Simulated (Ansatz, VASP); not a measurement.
SnC2: VASP beside Ansatz

```
CELL_PARAMETERS angstrom
4.98769 0.00000 0.00000
0.00000 5.13956 0.00000
0.00000 0.00000 3.35710
ATOMIC_POSITIONS crystal
Sn 0.50000 0.50000 0.50000
Sn 0.00000 0.00000 0.00000
C 0.22500 0.82500 0.50000
C 0.72500 0.67500 0.00000
C 0.77500 0.17500 0.50000
C 0.27500 0.32500 0.00000
```

Alike in both runs: task relaxation of cell and atoms; functional PBE; k mesh 4 × 4 × 6; occupations gaussian, width 0.1 eV; no spin polarisation.

|  | VASP | Ansatz |
| --- | --- | --- |
| version | VASP 6.6.1 | Ansatz 0.2.0 |
| potentials or method | VASP PAW PBE potentials, release 64 (Sn_d, C), cutoff 600 eV | scalar-relativistic, plane waves, PAW |
| valence electrons in the cell | 44 | 44 |

|  | VASP | Ansatz | Ansatz less VASP |
| --- | --- | --- | --- |
| gap on the k mesh at the Fermi level, each at its own relaxed structure (eV) | none | none | - |
| relaxed volume (Å³/atom) | 14.00 | 13.66 | -0.340 |
| relaxed cell length with the largest relative difference (Å) | 2.624 | 3.489 | +0.8656 |

A gap of «none» marks a metal or a gap that the smearing closes. One of these differences is far larger than is usual between the two programs; its cause wasn't traced.

Noted on VASP's run: too few bands were computed for a metal, which touches its energy and stress.
